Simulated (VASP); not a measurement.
Here is a VASP 6.6.1 calculation.

The input INCAR:

```
SYSTEM = CuO
PREC = Accurate ; ENCUT = 520
EDIFF = 1E-7 ; ISMEAR = 0
SIGMA = 0.1 ; LREAL = .False.
LASPH = .True. ; NELM = 100
ALGO = Normal ; ISIF = 2
LWAVE = .False. ; LCHARG = .False.
GGA = PE ; NBANDS = 16
```

File KPOINTS:

```
Automatic mesh
0
Gamma
  22 22 22
  0 0 0
```

The input POSCAR:

```
CuO
1.0
    0.0000000000      2.1636564276      2.1636564276
    2.1636564276      0.0000000000      2.1636564276
    2.1636564276      2.1636564276      0.0000000000
Cu O
1 1
Direct
    0.0000000000      0.0000000000      0.0000000000
    0.5000000000      0.5000000000      0.5000000000
```

Potentials or basis: VASP PAW PBE potentials, release 64 (Cu, O).

Launch:

```console
$ cat potpaw_PBE.64/Cu/POTCAR potpaw_PBE.64/O/POTCAR > POTCAR
$ mpirun -np 1 vasp_std > vasp.out
```

(1) What does it give for the pressure?

(2) What does it give for the band gap on the k mesh?

Answers

(1) -8.9 GPa.

(2) zero (an odd number of electrons rules out a gap without spin polarisation).

Caveat: the cell stands under tension; an odd number of electrons without spin polarisation forces a metal; a magnetic or distorted state may lie lower; semilocal functionals often make such compounds metallic where correlation or magnetic order opens a gap, which also shifts bond lengths.
